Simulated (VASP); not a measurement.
The system is Sn.

```
Sn
1.0
    -1.72654    1.77555    2.33834
     1.72654   -1.77555    2.33834
     1.72654    1.77555   -2.33834
Sn
1
Direct
  0.00000 0.00000 0.00000
```

Base run:

| Item | Value |
| --- | --- |
| Program | VASP 6.6.1 |
| Functional | PBEsol |
| Potentials or basis | VASP PAW PBE potentials, release 64 (Sn_d) |
| Cutoff | 500 eV |
| k mesh | 9 × 9 × 9 |
| Occupations | fermi-dirac, width 0.1 eV |
| Spin | no spin polarisation |

Its results: band gap on the k mesh zero (bands 7 and 8 overlap by 8.93 eV); pressure -3.5 GPa.

Q: After a change of settings the same cell gave: band gap on the k mesh zero (bands 7 and 8 overlap by 8.93 eV); pressure -6.9 GPa. Which change was it?
A. k mesh from 9 × 9 × 9 to 7 × 7 × 7
B. k mesh from 9 × 9 × 9 to 3 × 3 × 3
C. k mesh from 9 × 9 × 9 to 4 × 4 × 4
D. k mesh from 9 × 9 × 9 to 6 × 6 × 6

A: B.

Caveats: some runs use coarse meshes; the PAW data sets were made with another functional, which shifts forces and pressure a little; spin-orbit coupling is left out, which moves the levels of the heavy elements; the cell stands under tension (at least some runs).
